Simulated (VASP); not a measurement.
# Ir (Im-3m) in VASP: a series of runs

Runs on Ir. Level: LDA. Tasks: single point.

All numbers are computed with VASP 6.6.1; they aren't measurements. Logs are shortened: lines on timing, memory, paths and dates and some standing lists are left out, and cuts for length are marked.

## (1) The cell of the first run

The structure is cubic, space group Im-3m (No. 229). Conventional cell: a = 3.101 Å, b = 3.101 Å, c = 3.101 Å, α = 90.00°, β = 90.00°, γ = 90.00°. Ir (site symmetry m-3m) has 14 Ir at 2.69 to 3.10 Å within 3.5 Å.

This isn't the form of Ir at room conditions, which is fcc.

## (2) Single point, LDA (14.91 Å³/atom)

Input file INCAR:

```
PREC = Accurate
ENCUT = 560
EDIFF = 1E-6
ISMEAR = -1
SIGMA = 0.1
LREAL = F
LASPH = T
NELM = 120
ALGO = Normal
ISIF = 2
LWAVE = F
LCHARG = F
GGA = CA
NBANDS = 14
GGA_COMPAT = F
```

Input file KPOINTS:

```
regular mesh
0
Gamma
  16 16 16
```

Input file POSCAR:

```
Ir
1.0
   -1.5505127909      1.5505127909      1.5505127909
    1.5505127909     -1.5505127909      1.5505127909
    1.5505127909      1.5505127909     -1.5505127909
Ir
1
Direct
    0.0000000000      0.0000000000      0.0000000000
```

Potentials or basis: VASP PAW LDA potentials, release 64 (Ir_sv_GW).

On the command line:

```sh
$ cat potpaw_LDA.64/Ir_sv_GW/POTCAR > POTCAR
$ mpirun -np 1 vasp_std > vasp.out
```

OUTCAR:

```text
PREC = Accurate
   ENCUT = 560
   EDIFF = 1E-6
   ISMEAR = -1
   LREAL = F
   LASPH = T
   NELM = 120
   ISIF = 2
   GGA = CA

 ion  position               nearest neighbor table
   1  0.000  0.000  0.000-

  LATTYP: Found a body centered cubic cell.
 ALAT       =     3.1010255818

  Lattice vectors:

 A1 = (  -1.5505127909,   1.5505127909,   1.5505127909)
 A2 = (   1.5505127909,  -1.5505127909,   1.5505127909)
 A3 = (   1.5505127909,   1.5505127909,  -1.5505127909)

Analysis of symmetry for initial positions (statically):
=====================================================================
 Subroutine PRICEL returns:
 Original cell was already a primitive cell.

 Routine SETGRP: Setting up the symmetry group for a
 body centered cubic supercell.

 Subroutine GETGRP returns: Found 48 space group operations
 (whereof 48 operations were pure point group operations)
 out of a pool of 48 trial point group operations.

The static configuration has the point symmetry O_h .

Analysis of symmetry for dynamics (positions and initial velocities):
=====================================================================
 Subroutine PRICEL returns:
 Original cell was already a primitive cell.

 Routine SETGRP: Setting up the symmetry group for a
 body centered cubic supercell.

 Subroutine GETGRP returns: Found 48 space group operations
 (whereof 48 operations were pure point group operations)
 out of a pool of 48 trial point group operations.

The dynamic configuration has the point symmetry O_h .

 Subroutine INISYM returns: Found 48 space group operations
 (whereof 48 operations are pure point group operations),
 and found     1 'primitive' translations

----------------------------------------------------------------------------------------

                                     Primitive cell

  volume of cell :      14.9103

  direct lattice vectors                    reciprocal lattice vectors
    -1.550512791  1.550512791  1.550512791     0.000000000  0.322473960  0.322473960
     1.550512791 -1.550512791  1.550512791     0.322473960  0.000000000  0.322473960
     1.550512791  1.550512791 -1.550512791     0.322473960  0.322473960  0.000000000

  length of vectors
     2.685566932  2.685566932  2.685566932     0.456047048  0.456047048  0.456047048

  position of ions in fractional coordinates (direct lattice)
     0.000000000  0.000000000  0.000000000
[... 70 lines left out ...]
   ISPIN  =      1    spin polarized calculation?
   LNONCOLLINEAR =      F non collinear calculations
   LSORBIT =      F    spin-orbit coupling
   LASPH  =      T    aspherical Exc in radial PAW
   ENCUT  =  560.0 eV  41.16 Ry    6.42 a.u.   5.18  5.18  5.18*2*pi/ulx,y,z
   NELM   =    120;   NELMIN=  2; NELMDL= -5     # of ELM steps
   EDIFF  = 0.1E-05   stopping-criterion for ELM
   LREAL  =      F    real-space projection
[... 7 lines left out ...]
   TEBEG  =    0.0;   TEEND  =   0.0 temperature during run
   PSTRESS=    0.0 pullay stress
   NELECT =      17.0000    total number of electrons
   NUPDOWN=      -1.0000    fix difference up-down
   EMIN   =  10.00;   EMAX   =-10.00  energy-range for DOS
   EFERMI =   0.00;   METHOD = LEGACY
   ISMEAR =    -1;   SIGMA  =   0.10  broadening in eV -4-tet -1-fermi 0-gaus
   EFERMI_NEDOS =   21; number of points for ismear=-14 and -15
   IALGO  =     38    algorithm
   IMIX   =      4    mixing-type and parameters
     AMIX     =   0.40;   BMIX     =  1.00
     AMIX_MAG =   1.60;   BMIX_MAG =  1.00
  volume/ion in A,a.u.               =      14.91       100.62
  Fermi-wavevector in a.u.,A,eV,Ry     =   1.710261  3.231925 39.796953  2.924994
  Thomas-Fermi vector in A             =   2.788593
   LORBIT       =      0    0 simple, 1 ext, 2 COOP (PROOUT), +10 PAW based schemes
   GGA     = CA    functional components
   LHFCALC =     F    Hartree Fock is set to
   AEXX    =    0.0000 exact exchange contribution
   IVDW    =     0    specifies the selected vdW correction
   LEPSILON=     F    determine dielectric tensor
   LRPA    =     F    only Hartree local field effects (RPA)
 non-spin polarized calculation
  energy-cutoff  :      560.00
  volume of cell :       14.91
 maximum number of plane-waves:       466
 NGX is ok and might be reduce to    24
   NGX = 11   NGY = 11   NGZ = 11

 number of electron      17.0000000 magnetization

 Free energy of the ion-electron system (eV)
  ---------------------------------------------------
  ext. energy  EPLUGINS =         0.00000000
  ---------------------------------------------------
  free energy    TOTEN  =       -10.23813129 eV

  energy without entropy =      -10.16147298  energy(sigma->0) =      -10.19980213

 E-fermi :  11.4231     XC(G=0): -14.4376

 val. band max:       11.4221530030   @ k =  -0.1875   0.2500   0.0625
 cond. band min:      11.4246055349   @ k =  -0.3125   0.3125   0.0625
 fundamental gap:      0.0024525319
 Fermi energy:        11.4230926656

 k-point     1 :       0.0000    0.0000    0.0000
  band No.  band energies     occupation
      1     -80.5417      2.00000
      2     -37.2685      2.00000
      3     -37.2685      2.00000
      4     -37.2685      2.00000
      5       1.1189      2.00000
      6       7.9564      2.00000
      7       7.9564      2.00000
      8       7.9564      2.00000
      9      10.9238      1.98653
     10      10.9238      1.98653
     11      27.6780      0.00000
     12      27.6780      0.00000
     13      27.6780      0.00000
     14      39.1089      0.00000
[... 377 lines left out ...]
      1     -80.4914      2.00000
      2     -37.8017      2.00000
      3     -37.4935      2.00000
      4     -37.3262      2.00000
      5       5.0414      2.00000
      6       6.7319      2.00000
      7       7.5528      2.00000
      8      10.3667      1.99995
      9      11.4302      0.96472
     10      13.6246      0.00000
     11      22.5270      0.00000
     12      25.5912      0.00000
     13      28.1919      0.00000
     14      32.2678      0.00000

 [... further k-points ...]
[... 5 lines left out ...]
  --------------------------------------------------------------------------------------
  -------------------------------------------------------------------------------------
  Total       -1.2298021     -1.2298021     -1.2298021      0.0000000      0.0000000      0.0000000
  in kB     -132.1477508   -132.1477508   -132.1477508      0.0000000      0.0000000      0.0000000
  external PRESSURE =    -132.1477508 kB  Pullay stress =       0.0000000 kB

 VOLUME and BASIS-vectors are now :
 -----------------------------------------------------------------------------
  energy-cutoff  :      560.00
  volume of cell :       14.91
      direct lattice vectors                 reciprocal lattice vectors
    -1.550512791  1.550512791  1.550512791     0.000000000  0.322473960  0.322473960
     1.550512791 -1.550512791  1.550512791     0.322473960  0.000000000  0.322473960
     1.550512791  1.550512791 -1.550512791     0.322473960  0.322473960  0.000000000

 POSITION                                       TOTAL-FORCE (eV/Angst)
 -----------------------------------------------------------------------------------
      0.00000      0.00000      0.00000         0.000000     -0.000000      0.000000
 -----------------------------------------------------------------------------------
    total drift:                                0.000000      0.000000     -0.000000

  FREE ENERGIE OF THE ION-ELECTRON SYSTEM (eV)
  ---------------------------------------------------
  free  energy   TOTEN  =       -10.2381312866 eV

  energy  without entropy=      -10.1614729832  energy(sigma->0) =      -10.19980213
```

stdout:

```text
POSCAR found type information on POSCAR Ir
 POSCAR found :  1 types and       1 ions
 scaLAPACK will be used
 LDA part: xc-table for (Slater(with rela. corr.)+CA(PZ))
 , standard interpolation
 POSCAR, INCAR and KPOINTS ok, starting setup
 FFT: planning ... GRIDC
 FFT: planning ... GRID_SOFT
 FFT: planning ... GRID
 WAVECAR not read
 entering main loop
```

Wall time 22 s (1 thread of Intel Xeon Platinum 8259CL at 2.50GHz (Skylake/Cascade Lake), shared host); peak memory 0.16 GiB.

Results:

```
Free energy            : -10.2381 eV
Pressure               : -13.2 GPa
Band gap on the k mesh : zero (an odd number of electrons rules out a gap without spin polarisation)
```

Caveat: the cell stands under tension; spin-orbit coupling is left out, which moves the levels of the heavy elements.

## (3) Single point, LDA (12.62 Å³/atom)

This run uses another cell than the first one, of 12.62 Å³/atom.

Input file INCAR:

```
ALGO = Normal ; EDIFF = 1E-6
ENCUT = 560 ; GGA = CA
GGA_COMPAT = F ; ISIF = 2
ISMEAR = -1 ; LASPH = T
LCHARG = F ; LREAL = F
LWAVE = F ; NBANDS = 14
NELM = 120 ; PREC = Accurate
SIGMA = 0.1
```

Input file KPOINTS:

```
k-points
0
Gamma
  16 16 16
```

Input file POSCAR:

```
Ir
1.0
   -1.4665328569      1.4665328569      1.4665328569
    1.4665328569     -1.4665328569      1.4665328569
    1.4665328569      1.4665328569     -1.4665328569
Ir
1
Direct
    0.0000000000      0.0000000000      0.0000000000
```

Potentials or basis: VASP PAW LDA potentials, release 64 (Ir_sv_GW).

On the command line:

```sh
$ cat potpaw_LDA.64/Ir_sv_GW/POTCAR > POTCAR
$ mpirun -np 1 vasp_std > vasp.out
```

Wall time 32 s (1 thread of Intel Xeon Platinum 8259CL at 2.50GHz (Skylake/Cascade Lake), shared host); peak memory 0.14 GiB.

It converged, with:

```yaml
Free_energy: -9.9424 eV
Pressure: 62.8 GPa
Band_gap_on_the_k_mesh: zero (an odd number of electrons rules out a gap without spin polarisation)
```

Levels at points of the mesh, in eV from the Fermi level:
| k point | band 5 | band 6 | band 7 | band 8 | band 9 | band 10 | band 11 | band 12 |
| --- | --- | --- | --- | --- | --- | --- | --- | --- |
| (0.00, 0.00, 0.00) | -12.02 | -4.44 | -4.44 | -4.44 | -0.72 | -0.72 | 16.06 | 16.06 |
| (0.50, 0.00, 0.00) | -9.02 | -6.70 | -0.87 | -0.19 | -0.02 | 2.90 | 9.80 | 12.57 |
| (0.50, 0.50, 0.50) | -8.72 | -8.72 | 1.97 | 1.97 | 1.97 | 8.45 | 8.45 | 8.45 |

Caveat: the cell stands under pressure; spin-orbit coupling is left out, which moves the levels of the heavy elements.
